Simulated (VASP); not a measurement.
# Cu (Cmcm) in VASP: single point with PBEsol

Aim: the single point of Cu with PBEsol.

Everything below comes from runs of VASP 6.6.1. Logs are shortened: lines on timing, memory, paths and dates and some standing lists are left out, and cuts for length are marked.

### Step 1. The cell of the first run

The structure is orthorhombic, space group Cmcm (No. 63). The conventional cell has a = 2.315 Å, b = 7.953 Å, c = 2.475 Å, α = 90.00°, β = 90.00°, γ = 90.00°. Within 3.1 Å of Cu (site symmetry m2m) lie 10 Cu at 2.32 to 2.51 Å.

### Step 2. Single point, PBEsol (strain -0.0500 x Voigt [1, 0, 0, 0, 0, 0])

INCAR reads:

```
SYSTEM = Cu
PREC = Accurate
ENCUT = 820
EDIFF = 1E-6
ISMEAR = 0
SIGMA = 0.15
LREAL = .False.
LASPH = .True.
NELM = 120
ALGO = Normal
ISIF = 2
LWAVE = .False.
LCHARG = .False.
GGA = PS
NBANDS = 26
GGA_COMPAT = .False.
```

KPOINTS reads:

```
Automatic mesh
0
Gamma
  20 20 20
  0 0 0
```

POSCAR reads:

```
Cu
1.0
    1.1575405055     -3.9763780104      0.0000000000
    1.1575405055      3.9763780104      0.0000000000
    0.0000000000      0.0000000000      2.4754955235
Cu
2
Direct
    0.1338666500      0.8661333500      0.2500000000
    0.8661333500      0.1338666500      0.7500000000
```

Potentials or basis: VASP PAW PBE potentials, release 64 (Cu_sv_GW).

On the command line:

```
cat potpaw_PBE.64/Cu_sv_GW/POTCAR > POTCAR
mpirun -np 1 vasp_std > vasp.out
```

OUTCAR:

```text
SYSTEM = Cu
   PREC = Accurate
   ENCUT = 820
   EDIFF = 1E-6
   ISMEAR = 0
   LREAL = .False.
   LASPH = .True.
   NELM = 120
   ISIF = 2
   GGA = PS

 ion  position               nearest neighbor table
   1  0.134  0.866  0.250-   2 2.46   2 2.46   2 2.51   2 2.51   2 2.51   2 2.51
   2  0.866  0.134  0.750-   1 2.46   1 2.46   1 2.51   1 2.51   1 2.51   1 2.51

  LATTYP: Found a base centered orthorhombic cell.
 ALAT       =     2.3150810110
 B/A-ratio  =     3.4351955647
 C/A-ratio  =     1.0692911011

  Lattice vectors:

 A1 = (   1.1575405055,  -3.9763780104,   0.0000000000)
 A2 = (   1.1575405055,   3.9763780104,   0.0000000000)
 A3 = (   0.0000000000,   0.0000000000,   2.4754955235)

Analysis of symmetry for initial positions (statically):
=====================================================================
 Subroutine PRICEL returns:
 Original cell was already a primitive cell.

 Routine SETGRP: Setting up the symmetry group for a
 base centered orthorhombic supercell.

 Subroutine GETGRP returns: Found  8 space group operations
 (whereof  4 operations were pure point group operations)
 out of a pool of  8 trial point group operations.

The static configuration has the point symmetry C_2h.
 The point group associated with its full space group is D_2h.

Analysis of symmetry for dynamics (positions and initial velocities):
=====================================================================
 Subroutine PRICEL returns:
 Original cell was already a primitive cell.

 Routine SETGRP: Setting up the symmetry group for a
 base centered orthorhombic supercell.

 Subroutine GETGRP returns: Found  8 space group operations
 (whereof  4 operations were pure point group operations)
 out of a pool of  8 trial point group operations.

The dynamic configuration has the point symmetry C_2h.
 The point group associated with its full space group is D_2h.

 Subroutine INISYM returns: Found  8 space group operations
 (whereof  4 operations are pure point group operations),
 and found     1 'primitive' translations

----------------------------------------------------------------------------------------

                                     Primitive cell

  volume of cell :      22.7885

  direct lattice vectors                    reciprocal lattice vectors
     1.157540506 -3.976378010  0.000000000     0.431950327 -0.125742572  0.000000000
     1.157540506  3.976378010  0.000000000     0.431950327  0.125742572  0.000000000
     0.000000000  0.000000000  2.475495523     0.000000000  0.000000000  0.403959527

  length of vectors
     4.141434788  4.141434788  2.475495523     0.449880295  0.449880295  0.403959527

  position of ions in fractional coordinates (direct lattice)
     0.133866650  0.866133350  0.250000000
     0.866133350  0.133866650  0.750000000

  ion indices of the primitive-cell ions
   primitive index   ion index
                 1           1
                 2           2

----------------------------------------------------------------------------------------

 KPOINTS: Automatic mesh

Automatic generation of k-mesh.
 Grid dimensions read from file:
 generate k-points for:   20   20   20

 Generating k-lattice:

  Cartesian coordinates                     Fractional coordinates (reciprocal lattice)
     0.021597516 -0.006287129  0.000000000     0.050000000 -0.000000000  0.000000000
     0.021597516  0.006287129  0.000000000    -0.000000000  0.050000000  0.000000000
     0.000000000  0.000000000  0.020197976     0.000000000  0.000000000  0.050000000

  Length of vectors
     0.022494015  0.022494015  0.020197976

  Shift w.r.t. Gamma in fractional coordinates (k-lattice)
     0.000000000  0.000000000  0.000000000

 Subroutine IBZKPT returns following result:
 ===========================================

 Found   1221 irreducible k-points:

 Following reciprocal coordinates:
            Coordinates               Weight
  0.000000  0.000000  0.000000      1.000000
  0.050000  0.000000  0.000000      4.000000
  0.100000 -0.000000  0.000000      4.000000
  0.150000  0.000000  0.000000      4.000000
  0.200000 -0.000000  0.000000      4.000000
  0.250000  0.000000  0.000000      4.000000
[... 16 lines left out ...]
 -0.400000  0.050000  0.000000      4.000000
 -0.350000  0.050000  0.000000      4.000000
 [... further k-points ...]
   k-points           NKPTS =   1221   k-points in BZ     NKDIM =   1221   number of bands    NBANDS=     26
   number of dos      NEDOS =    301   number of ions     NIONS =      2
   total plane-waves  NPLWV =  38400
   dimension x,y,z NGX =    40 NGY =   40 NGZ =   24
   dimension x,y,z NGXF=    80 NGYF=   80 NGZF=   48
   ions per type =               2
   NGX,Y,Z   is equivalent  to a cutoff of  16.06, 16.06, 16.12 a.u.
   NGXF,Y,Z  is equivalent  to a cutoff of  32.11, 32.11, 32.24 a.u.
 SYSTEM =  Cu
   PREC   = accura    normal or accurate (medium, high low for compatibility)
   ISTART =      0    job   : 0-new  1-cont  2-samecut
   ICHARG =      2    charge: 1-file 2-atom 10-const
   ISPIN  =      1    spin polarized calculation?
   LNONCOLLINEAR =      F non collinear calculations
   LSORBIT =      F    spin-orbit coupling
   LASPH  =      T    aspherical Exc in radial PAW
   ENCUT  =  820.0 eV  60.27 Ry    7.76 a.u.   9.67  9.67  5.78*2*pi/ulx,y,z
   NELM   =    120;   NELMIN=  2; NELMDL= -5     # of ELM steps
   EDIFF  = 0.1E-05   stopping-criterion for ELM
   LREAL  =      F    real-space projection
   EDIFFG = 0.1E-04   stopping-criterion for IOM
   NSW    =      0    number of steps for IOM
   IBRION =     -1    ionic relax: 0-MD 1-quasi-New 2-CG
   NFREE  =      0    steps in history (QN), initial steepest desc. (CG)
   ISIF   =      2    stress and relaxation
   ISYM   =      2    0-nonsym 1-usesym 2-fastsym
   POTIM  = 0.5000    time-step for ionic-motion
   TEBEG  =    0.0;   TEEND  =   0.0 temperature during run
   PSTRESS=    0.0 pullay stress
   NELECT =      38.0000    total number of electrons
   NUPDOWN=      -1.0000    fix difference up-down
   EMIN   =  10.00;   EMAX   =-10.00  energy-range for DOS
   EFERMI =   0.00;   METHOD = LEGACY
   ISMEAR =     0;   SIGMA  =   0.15  broadening in eV -4-tet -1-fermi 0-gaus
   EFERMI_NEDOS =   21; number of points for ismear=-14 and -15
   IALGO  =     38    algorithm
   IMIX   =      4    mixing-type and parameters
     AMIX     =   0.40;   BMIX     =  1.00
     AMIX_MAG =   1.60;   BMIX_MAG =  1.00
  volume/ion in A,a.u.               =      11.39        76.89
  Fermi-wavevector in a.u.,A,eV,Ry     =   1.941321  3.668565 51.276649  3.768727
  Thomas-Fermi vector in A             =   2.970999
   LORBIT       =      0    0 simple, 1 ext, 2 COOP (PROOUT), +10 PAW based schemes
   GGA     = PS    functional components
   LHFCALC =     F    Hartree Fock is set to
   AEXX    =    0.0000 exact exchange contribution
   IVDW    =     0    specifies the selected vdW correction
   LEPSILON=     F    determine dielectric tensor
   LRPA    =     F    only Hartree local field effects (RPA)
 non-spin polarized calculation
 Gauss-broadening in eV      SIGMA  =   0.15
  energy-cutoff  :      820.00
  volume of cell :       22.79
 maximum number of plane-waves:      1244
   NGX = 19   NGY = 19   NGZ = 11

 number of electron      38.0000019 magnetization

 Free energy of the ion-electron system (eV)
  ---------------------------------------------------
  ext. energy  EPLUGINS =         0.00000000
  ---------------------------------------------------
  free energy    TOTEN  =        -8.39773065 eV

  energy without entropy =       -8.39073106  energy(sigma->0) =       -8.39423085

 E-fermi :   7.8049     XC(G=0): -13.7478

 val. band max:        7.8039327803   @ k =  -0.4500   0.2000   0.1500
 cond. band min:       7.8054694259   @ k =  -0.2500   0.1500   0.5000
 fundamental gap:      0.0015366456
 Fermi energy:         7.8049239097

 k-point     1 :       0.0000    0.0000    0.0000
  band No.  band energies     occupation
      1    -104.5400      2.00000
      2    -104.5193      2.00000
      3     -62.1240      2.00000
      4     -62.0263      2.00000
      5     -61.9881      2.00000
      6     -61.9849      2.00000
[... 18 lines left out ...]
     25      29.4094      0.00000
     26      30.7936      0.00000

 k-point     2 :       0.0500    0.0000    0.0000
  band No.  band energies     occupation
      1    -104.5394      2.00000
      2    -104.5189      2.00000
      3     -62.1228      2.00000
      4     -62.0258      2.00000
      5     -61.9902      2.00000
      6     -61.9848      2.00000
[... 18 lines left out ...]
     25      28.2214      0.00000
     26      30.8878      0.00000

 k-point     3 :       0.1000   -0.0000    0.0000
  band No.  band energies     occupation
      1    -104.5377      2.00000
      2    -104.5179      2.00000
      3     -62.1200      2.00000
      4     -62.0241      2.00000
      5     -62.0001      2.00000
      6     -61.9843      2.00000
[... 18 lines left out ...]
     25      28.1365      0.00000
     26      31.0474      0.00000

 k-point     4 :       0.1500    0.0000    0.0000
  band No.  band energies     occupation
      1    -104.5351      2.00000
      2    -104.5165      2.00000
      3     -62.1158      2.00000
      4     -62.0216      2.00000
      5     -62.0182      2.00000
      6     -61.9998      2.00000
[... 18 lines left out ...]
     25      28.2339      0.00000
     26      31.3992      0.00000
[... 496 lines left out ...]
      1    -104.5171      2.00000
      2    -104.5084      2.00000
      3     -62.1378      2.00000
      4     -62.1327      2.00000
      5     -62.0630      2.00000
      6     -62.0031      2.00000
[... 18 lines left out ...]
     25      28.5763      0.00000
     26      29.8495      0.00000

 k-point    23 :      -0.4000    0.0500    0.0000
  band No.  band energies     occupation
      1    -104.5201      2.00000
      2    -104.5096      2.00000
      3     -62.1193      2.00000
      4     -62.1174      2.00000
      5     -62.0651      2.00000
      6     -62.0046      2.00000
[... 18 lines left out ...]
     25      27.6488      0.00000
     26      29.4823      0.00000

 k-point    24 :      -0.3500    0.0500    0.0000
  band No.  band energies     occupation
      1    -104.5236      2.00000
      2    -104.5112      2.00000
      3     -62.1052      2.00000
      4     -62.0954      2.00000
      5     -62.0609      2.00000
      6     -62.0086      2.00000
[... 18 lines left out ...]
     25      28.9267      0.00000
     26      29.9784      0.00000

 [... further k-points ...]

------------------------ aborting loop because EDIFF is reached ----------------------------------------

  FORCE on cell =-STRESS in cart. coord.  units (eV):
  Direction    XX          YY          ZZ          XY          YZ          ZX
  --------------------------------------------------------------------------------------
  -------------------------------------------------------------------------------------
  Total        2.4150705      0.0508194     -0.1253076      0.0000000      0.0000000      0.0000000
  in kB      169.7948034      3.5729244     -8.8099196      0.0000000      0.0000000      0.0000000
  external PRESSURE =      54.8526027 kB  Pullay stress =       0.0000000 kB

 VOLUME and BASIS-vectors are now :
 -----------------------------------------------------------------------------
  energy-cutoff  :      820.00
  volume of cell :       22.79
      direct lattice vectors                 reciprocal lattice vectors
     1.157540506 -3.976378010  0.000000000     0.431950327 -0.125742572  0.000000000
     1.157540506  3.976378010  0.000000000     0.431950327  0.125742572  0.000000000
     0.000000000  0.000000000  2.475495523     0.000000000  0.000000000  0.403959527

 POSITION                                       TOTAL-FORCE (eV/Angst)
 -----------------------------------------------------------------------------------
      1.15754      2.91177      0.61887         0.000000      0.187833     -0.000000
      1.15754     -2.91177      1.85662         0.000000     -0.187833      0.000000
 -----------------------------------------------------------------------------------
    total drift:                               -0.000000     -0.000000      0.000000

  FREE ENERGIE OF THE ION-ELECTRON SYSTEM (eV)
  ---------------------------------------------------
  free  energy   TOTEN  =        -8.3977306482 eV

  energy  without entropy=       -8.3907310603  energy(sigma->0) =       -8.39423085
```

It took 33 min on 1 thread of Intel Xeon Platinum 8259CL at 2.50GHz (Skylake/Cascade Lake), shared host; peak memory 1.3 GiB.

Results:

```
Free energy            : -8.3977 eV
Pressure               : 5.5 GPa
Largest force          : 0.188 eV/Å
Band gap on the k mesh : zero (bands 19 and 20 overlap by 5.84 eV)
```

Forces in eV/Å, atoms in the order of the input:
```
Cu   0.000  0.188  0.000
Cu   0.000 -0.188  0.000
```

Levels at points of the mesh, in eV from the Fermi level:
| k point | band 16 | band 17 | band 18 | band 19 | band 20 | band 21 | band 22 | band 23 |
| --- | --- | --- | --- | --- | --- | --- | --- | --- |
| (0.00, 0.00, 0.00) | -1.89 | -1.74 | -1.60 | -1.42 | -0.48 | 4.71 | 14.30 | 19.78 |
| (0.50, 0.00, 0.00) | -2.54 | -2.19 | -1.66 | -0.19 | 1.76 | 2.99 | 7.52 | 13.24 |
| (0.50, 0.50, 0.00) | -2.42 | -2.30 | -1.82 | -1.51 | -1.45 | 13.32 | 15.11 | 17.21 |
| (0.00, 0.00, 0.50) | -2.55 | -1.62 | -1.62 | -0.11 | -0.11 | 7.93 | 7.93 | 9.23 |
| (0.50, 0.00, 0.50) | -1.81 | -1.12 | -1.12 | 3.97 | 3.97 | 7.87 | 7.87 | 10.15 |
| (0.50, 0.50, 0.50) | -1.87 | -1.61 | -1.61 | -1.31 | -1.31 | 3.61 | 3.61 | 17.47 |

Caveat: the cell differs from its parent crystal (strain -0.0500 x Voigt [1, 0, 0, 0, 0, 0]); the stress differs along the axes, from -1 to 17 GPa; the PAW data sets were made with another functional, which shifts forces and pressure a little.
